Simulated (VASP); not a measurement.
Crystal: TiBMoC2.

```
Ti B Mo C
1.0
     2.89866    0.00000    0.00000
    -1.44933    2.51031    0.00000
     0.00000    0.00000    7.22699
Ti B Mo C
1 1 1 2
Direct
  0.00000 0.00000 0.16969
  0.00000 0.00000 0.83016
  0.00000 0.00000 0.52323
  0.33333 0.66667 0.96592
  0.66667 0.33333 0.96592
```

The cell was generated, and may not be a known phase.

| Property | Result |
| --- | --- |
| Program | VASP 6.6.1 |
| Task | relaxation of cell and atoms |
| Functional | PBE |
| Potentials or basis | VASP PAW PBE potentials, release 64 (Ti_sv, B, Mo_sv, C) |
| Cutoff | 600 eV |
| k mesh | 12 × 12 × 6 |
| Occupations | gaussian, width 0.1 eV |
| Spin | no spin polarisation |

At the start: pressure 0.7 GPa; volume 10.52 Å³/atom.

Q: Where does the relaxation end?

A: Over 45 steps the energy falls by 669.6 meV/atom and the volume is 11.58 Å³/atom (+10.1 %); space group P6mm (No. 183, to 0.1 Å) before and after.

The path:
| step | energy change (eV) | largest force (eV/Å) | pressure (GPa) | volume (Å³) |
| --- | --- | --- | --- | --- |
| 1 | 0.0000 | 0.3201 | 0.73 | 52.59 |
| 3 | -0.0121 | 0.2280 | -1.57 | 53.07 |
| 5 | -0.0216 | 0.2646 | 0.76 | 52.38 |
| 7 | -0.0295 | 0.2496 | 0.23 | 52.62 |
| 9 | -0.0652 | 0.6290 | -1.71 | 53.39 |
| 11 | -1.3157 | 3.5645 | -7.23 | 56.25 |
| 13 | -2.5361 | 1.8910 | 0.23 | 58.44 |
| 15 | -2.6714 | 1.4873 | -2.49 | 58.79 |
| 17 | -2.9744 | 1.1275 | -8.27 | 58.73 |
| 19 | -3.1513 | 0.9520 | 2.34 | 54.96 |
| 21 | -3.1761 | 0.7244 | 1.02 | 55.30 |
| 23 | -3.2115 | 0.6454 | 1.12 | 55.29 |
| 25 | -3.2988 | 0.4419 | -1.73 | 56.48 |
| 27 | -3.3185 | 0.4309 | 2.72 | 56.00 |
| 29 | -3.3326 | 0.2252 | 0.80 | 56.61 |
| 31 | -3.3438 | 0.1236 | -0.73 | 57.64 |
| 33 | -3.3454 | 0.1068 | 0.58 | 57.32 |
| 35 | -3.3467 | 0.0539 | 0.22 | 57.47 |
| 37 | -3.3475 | 0.0520 | -0.13 | 57.68 |
| 39 | -3.3476 | 0.0688 | 0.36 | 57.66 |
| 41 | -3.3480 | 0.0225 | 0.09 | 57.75 |
| 43 | -3.3481 | 0.0161 | -0.13 | 57.89 |
| 45 | -3.3482 | 0.0095 | -0.08 | 57.89 |

Final structure:
```yaml
crystal:
  lattice:
    - [2.61245, 0.00000, 0.00000]
    - [-1.30622, 2.26245, 0.00000]
    - [0.00000, 0.00000, 9.79411]
  atoms:
    - { symbol: Ti, position: [0.00000, 0.00000, 0.22062] }
    - { symbol: B, position: [0.00000, 0.00000, 0.70505] }
    - { symbol: Mo, position: [0.00000, 0.00000, 0.48335] }
    - { symbol: C, position: [0.33333, 0.66667, 0.02295] }
    - { symbol: C, position: [0.66667, 0.33333, 0.02295] }
```

Caveat: a cell axis changed by over 15 % at a fixed basis, so the end point is rough; this functional lacks dispersion, which binds layers or chains, so the pressure and a relaxed spacing across them are unreliable; an odd number of electrons without spin polarisation forces a metal; a magnetic or distorted state may lie lower.
